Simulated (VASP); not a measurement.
# PbS in VASP: further runs, part 2 of 2

VASP 6.6.1.

## 3. Single point, PBE+D3(BJ) (the distance across one plane changed)

Input file INCAR:

```
ALGO = Normal ; EDIFF = 1E-6
ENCUT = 500 ; GGA = PE
GGA_COMPAT = F ; ISIF = 2
ISMEAR = 0 ; IVDW = 12
LASPH = T ; LCHARG = F
LREAL = F ; LWAVE = F
NBANDS = 28 ; NELM = 120
PREC = Accurate ; SIGMA = 0.05
```

Input file KPOINTS:

```
k-points
0
Gamma
  6 6 3
```

Input file POSCAR:

```
PbS
1.0
    0.0000000000     -3.0043750300     -3.0061807900
    0.0000000000      3.0043750300     -3.0061807900
   11.1482770800      0.0000000000      0.0000000000
Pb S
2 2
Direct
    0.7433619700      0.2433619700      0.6329851389
    0.2433619700      0.7433619700      0.3804698550
    0.2356380300      0.7356380300      0.6219322467
    0.7356380300      0.2356380300      0.3915227472
```

Potentials or basis: VASP PAW PBE potentials, release 64 (Pb_d, S).

Started as:

```
$ cat potpaw_PBE.64/Pb_d/POTCAR potpaw_PBE.64/S/POTCAR > POTCAR
$ mpirun -np 1 vasp_std > vasp.out
```

It took 4 min on 1 thread of Intel Xeon 8259CL, shared host; peak memory 0.34 GiB.

Results (log left out):

```yaml
Free_energy: -18.2206 eV
Largest_force: 0.063 eV/Å
Band_gap_on_the_k_mesh: 2.07 eV
Dispersion_energy_per_atom: -0.229 eV
```

Forces in eV/Å, atoms in the order of the input:
```
Pb  -0.050  0.000  0.005
Pb   0.050  0.000  0.005
S   -0.063  0.000 -0.005
S    0.063  0.000 -0.005
```

Levels at points of the mesh, in eV from the valence-band top:
```
           k point  band 16  band 17  band 18  band 19  band 20  band 21  band 22  band 23  band 24  band 25
(0.00, 0.00, 0.00)    -2.29    -2.29    -1.23    -1.23    -0.15     2.32     3.82     5.07     5.41     5.42
(0.50, 0.00, 0.00)    -1.62    -0.89    -0.89     0.00     0.00     2.08     2.08     3.14     3.14     3.62
(0.50, 0.50, 0.00)    -3.90    -2.55    -2.54    -1.26    -1.25     4.25     4.26     5.31     5.31     5.72
```

Caveat: the cell differs from its parent crystal (the distance across one plane changed); spin-orbit coupling is left out, which moves the levels of the heavy elements.

## 4. Single point, PBE+D3(BJ) (the distance across one plane changed)

Input file INCAR:

```
SYSTEM = PbS
PREC = Accurate
ENCUT = 500
EDIFF = 1E-6
ISMEAR = 0
SIGMA = 0.05
LREAL = .False.
LASPH = .True.
NELM = 120
ALGO = Normal
ISIF = 2
LWAVE = .False.
LCHARG = .False.
GGA = PE
IVDW = 12
NBANDS = 28
GGA_COMPAT = .False.
```

Input file KPOINTS:

```
regular mesh
0
Gamma
  6 6 3
  0 0 0
```

Input file POSCAR:

```
PbS
1.0
    0.0000000000     -3.0043750300     -3.0061807900
    0.0000000000      3.0043750300     -3.0061807900
   11.5482770800      0.0000000000      0.0000000000
Pb S
2 2
Direct
    0.7433619700      0.2433619700      0.6110603051
    0.2433619700      0.7433619700      0.3672914439
    0.2356380300      0.7356380300      0.6003902542
    0.7356380300      0.2356380300      0.3779614949
```

Started as:

```
$ cat potpaw_PBE.64/Pb_d/POTCAR potpaw_PBE.64/S/POTCAR > POTCAR
$ mpirun -np 1 vasp_std > vasp.out
```

Wall time 4 min (1 thread of Intel Xeon 8259CL, shared host); peak memory 0.35 GiB.

It converged, with:

* Free energy: -18.2167 eV
* Largest force: 0.064 eV/Å
* Band gap on the k mesh: 2.07 eV
* Dispersion energy per atom: -0.228 eV

Forces in eV/Å, atoms in the order of the input:
```
Pb  -0.051  0.000  0.005
Pb   0.051  0.000  0.005
S   -0.064  0.000 -0.005
S    0.064  0.000 -0.005
```

Levels at points of the mesh, in eV from the valence-band top:
```csv
k point,band 18,band 19,band 20,band 21,band 22,band 23
"(0.00, 0.00, 0.00)",-1.23,-1.23,-0.15,2.29,3.84,5.07
"(0.50, 0.00, 0.00)",-0.89,0.00,0.00,2.08,2.08,3.14
"(0.50, 0.50, 0.00)",-2.54,-1.26,-1.25,4.24,4.25,5.31
```

Caveat: the cell differs from its parent crystal (the distance across one plane changed); spin-orbit coupling is left out, which moves the levels of the heavy elements.

## 5. Single point, PBE+D3(BJ) (the distance across one plane changed)

Input file INCAR:

```
PREC = Accurate
ENCUT = 500
EDIFF = 1E-6
ISMEAR = 0
SIGMA = 0.05
LREAL = F
LASPH = T
NELM = 120
ALGO = Normal
ISIF = 2
LWAVE = F
LCHARG = F
GGA = PE
IVDW = 12
NBANDS = 28
GGA_COMPAT = F
```

Input file KPOINTS:

```
regular mesh
0
Gamma
  6 6 3
```

Input file POSCAR:

```
PbS
1.0
    0.0000000000     -3.0043750300     -3.0061807900
    0.0000000000      3.0043750300     -3.0061807900
   11.7982770800      0.0000000000      0.0000000000
Pb S
2 2
Direct
    0.7433619700      0.2433619700      0.5981122217
    0.2433619700      0.7433619700      0.3595087092
    0.2356380300      0.7356380300      0.5876682642
    0.7356380300      0.2356380300      0.3699526667
```

Potentials or basis: VASP PAW PBE potentials, release 64 (Pb_d, S).

Started as:

```
$ cat potpaw_PBE.64/Pb_d/POTCAR potpaw_PBE.64/S/POTCAR > POTCAR
$ mpirun -np 1 vasp_std > vasp.out
```

OUTCAR:

```text
PREC = Accurate
   ENCUT = 500
   EDIFF = 1E-6
   ISMEAR = 0
   LREAL = F
   LASPH = T
   NELM = 120
   ISIF = 2
   GGA = PE
   IVDW = 12
 IVDW          = 12

 ion  position               nearest neighbor table
   1  0.743  0.243  0.598-   4 2.69   3 2.96   3 3.01   3 3.01   3 3.06   2 4.12   2 4.12   2 4.12
                             2 4.12
   2  0.243  0.743  0.360-   3 2.69   4 2.96   4 3.01   4 3.01   4 3.06   1 4.12   1 4.12   1 4.12
                             1 4.12
[... 952 lines left out ...]

  FORCE on cell =-STRESS in cart. coord.  units (eV):
  Direction    XX          YY          ZZ          XY          YZ          ZX
  --------------------------------------------------------------------------------------
  -------------------------------------------------------------------------------------
  Total      -0.44365    -0.88325    -0.88081     0.00000     0.00000     0.00000
  in kB      -3.33525    -6.64012    -6.62180     0.00000     0.00000     0.00000
  external pressure =       -5.53 kB  Pullay stress =        0.00 kB

 VOLUME and BASIS-vectors are now :
 -----------------------------------------------------------------------------
  energy-cutoff  :      500.00
  volume of cell :      213.12
      direct lattice vectors                 reciprocal lattice vectors
     0.000000000 -3.004375030 -3.006180790     0.000000000 -0.166423963 -0.166323995
     0.000000000  3.004375030 -3.006180790     0.000000000  0.166423963 -0.166323995
    11.798277080  0.000000000  0.000000000     0.084758138  0.000000000  0.000000000

 POSITION                                       TOTAL-FORCE (eV/Angst)
 -----------------------------------------------------------------------------------
      7.05669     -1.50219     -2.96627        -0.051412      0.000000      0.005147
      4.24158      1.50219     -2.96627         0.051412      0.000000      0.005147
      6.93347      1.50219     -2.91983        -0.063816      0.000000     -0.005147
      4.36480     -1.50219     -2.91983         0.063816      0.000000     -0.005147
 -----------------------------------------------------------------------------------
    total drift:                                0.000049      0.000000     -0.000528

  FREE ENERGIE OF THE ION-ELECTRON SYSTEM (eV)
  ---------------------------------------------------
  free  energy   TOTEN  =       -18.2146648322 eV

  energy  without entropy=      -18.2146648322  energy(sigma->0) =      -18.21466483
```

stdout:

```text
POSCAR found type information on POSCAR PbS
 POSCAR found :  2 types and       4 ions
 scaLAPACK will be used
 LDA part: xc-table for (Slater+PW92), standard interpolation
 POSCAR, INCAR and KPOINTS ok, starting setup
 FFT: planning ... GRIDC
 FFT: planning ... GRID_SOFT
 FFT: planning ... GRID
 WAVECAR not read
 entering main loop
```

It took 4.1 min on 1 thread of Intel Xeon 8259CL, shared host; peak memory 0.37 GiB.

Results:

| Property | Result |
| --- | --- |
| Free energy | -18.2147 eV |
| Largest force | 0.064 eV/Å |
| Band gap on the k mesh | 2.07 eV |
| Dispersion energy per atom | -0.227 eV |

Forces on the atoms (eV/Å):
```
Pb  -0.051  0.000  0.005
Pb   0.051  0.000  0.005
S   -0.064  0.000 -0.005
S    0.064  0.000 -0.005
```

Levels at points of the mesh, in eV from the valence-band top:
```
           k point  band 18  band 19  band 20  band 21  band 22  band 23
(0.00, 0.00, 0.00)    -1.23    -1.23    -0.15     2.28     3.86     5.07
(0.50, 0.00, 0.00)    -0.89     0.00     0.00     2.08     2.08     3.14
(0.50, 0.50, 0.00)    -2.54    -1.26    -1.25     4.24     4.25     5.30
```

Caveat: the cell differs from its parent crystal (the distance across one plane changed); spin-orbit coupling is left out, which moves the levels of the heavy elements.

## 6. Summary

```csv
cell,gap on the mesh (eV),largest force (eV/Å)
"a = 4.250, b = 4.250, c = 10.998 Å, 4 atoms",2.07,0.06
"a = 4.250, b = 4.250, c = 11.148 Å, 4 atoms",2.07,0.06
"a = 4.250, b = 4.250, c = 11.548 Å, 4 atoms",2.07,0.06
"a = 4.250, b = 4.250, c = 11.798 Å, 4 atoms",2.07,0.06
```

Alike in all rows: task single point; level PBE+D3(BJ); potentials or basis VASP PAW PBE potentials, release 64 (Pb_d, S); no spin polarisation; k mesh 6 × 6 × 3; cutoff (eV) 500; smearing gaussian 0.05 eV.

Caveats: spin-orbit coupling is left out, which moves the levels of the heavy elements.

Total energies depend on the potentials used, so only differences within one code and one set of settings carry meaning.
